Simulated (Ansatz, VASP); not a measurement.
## Pt in VASP and in Ansatz

```
Pt
1.0
     2.73232    0.00000    0.00000
    -1.36616    2.36626    0.00000
     0.00000    0.00000    4.68582
Pt
2
Cartesian
  0.0000 1.5775 1.1715
  1.3662 0.7888 3.5144
```

Alike in both runs: functional PBEsol; k mesh 13 × 13 × 7; occupations fermi-dirac, width 0.1 eV; no spin polarisation.

Ansatz relaxed the structure, and its values are those at the end. VASP's run is a single point on that final structure, the one shown.

```csv
,VASP,Ansatz
version,VASP 6.6.1,Ansatz 0.2.0
potentials or method,"VASP PAW PBE potentials, release 64 (Pt), cutoff 520 eV","plane waves (420 eV) with PAW, scalar-relativistic"
valence electrons in the cell,20,36
```

VASP gave:

```
pressure (GPa) : -0.4
```

Question: Estimate Ansatz's values.

Answer: Pressure (GPa): 0.0.

VASP's potentials were made for PBE, not for PBEsol, and Ansatz warns of the same on its side. The functional is the same, so the differences come from potentials, cutoffs and numerics. VASP's potentials hold 20 valence electrons a cell and Ansatz's 36, so a difference there can come from the potentials and not from the codes.

Neither program's run includes spin-orbit coupling.
